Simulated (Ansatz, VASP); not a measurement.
**Two plane-wave programs on Rh**

Contents of INCAR:

```
SYSTEM = Rh
PREC = Accurate ; ENCUT = 520
EDIFF = 1E-8 ; ISMEAR = -1
SIGMA = 0.05 ; LREAL = .False.
LASPH = .True. ; NELM = 100
ALGO = Normal ; ISIF = 2
LWAVE = .False. ; LCHARG = .False.
GGA = CA ; LEFG = .True.
NBANDS = 14
```

File KPOINTS:

```
Automatic mesh
0
Gamma
  16 16 16
  0 0 0
```

Contents of POSCAR:

```
Rh
1.0
   -1.5352276116      1.5352276116      1.5352276116
    1.5352276116     -1.5352276116      1.5352276116
    1.5352276116      1.5352276116     -1.5352276116
Rh
1
Direct
    0.0000000000      0.0000000000      0.0000000000
```

Input for Ansatz:

```yaml
crystal:
  lattice:
    - [-1.5352276116, 1.5352276116, 1.5352276116]
    - [1.5352276116, -1.5352276116, 1.5352276116]
    - [1.5352276116, 1.5352276116, -1.5352276116]
  atoms:
    - { symbol: Rh, position: [0.0, 0.0, 0.0] }
kpoints:
  mp_grid: { grid: [16, 16, 16] }
  band_path:
    path:
      - [0.0, 0.0, 0.0]
      - [0.5, -0.5, 0.5]
      - [0.0, 0.0, 0.5]
      - [0.0, 0.0, 0.0]
      - [0.25, 0.25, 0.25]
      - [0.5, -0.5, 0.5]
      - [0.25, 0.25, 0.25]
      - [0.0, 0.0, 0.5]
    npoints: 5
scf:
  occupations: { method: fermi_dirac, width: 0.05 }
hamiltonian:
  xc: lda
  pseudopotentials: { kind: paw }
output:
  forces: true
  stress: true
  eigenvalues: true
  efg: { contact_densities: true }
```

Alike in both runs: task electric field gradients; functional LDA; k mesh 16 × 16 × 16; occupations fermi-dirac, width 0.05 eV; no spin polarisation.

|  | VASP | Ansatz |
| --- | --- | --- |
| version | VASP 6.6.1 | Ansatz 0.2.0 |
| potentials or method | VASP PAW LDA potentials, release 64 (Rh_pv) | PAW with Ansatz's default frozen-core files, scalar-relativistic |
| plane-wave cutoff (eV) | 520 | 420 |
| valence electrons in the cell | 15 | 17 |

|  | VASP | Ansatz | Ansatz less VASP |
| --- | --- | --- | --- |
| pressure (GPa) | -14.8 | -15.5 | -0.69 |

LDA's correlation is that of Perdew and Zunger in VASP and of Perdew and Wang (1992) in Ansatz. VASP's potentials hold 15 valence electrons a cell and Ansatz's 17, so a difference there can come from the potentials and not from the codes.
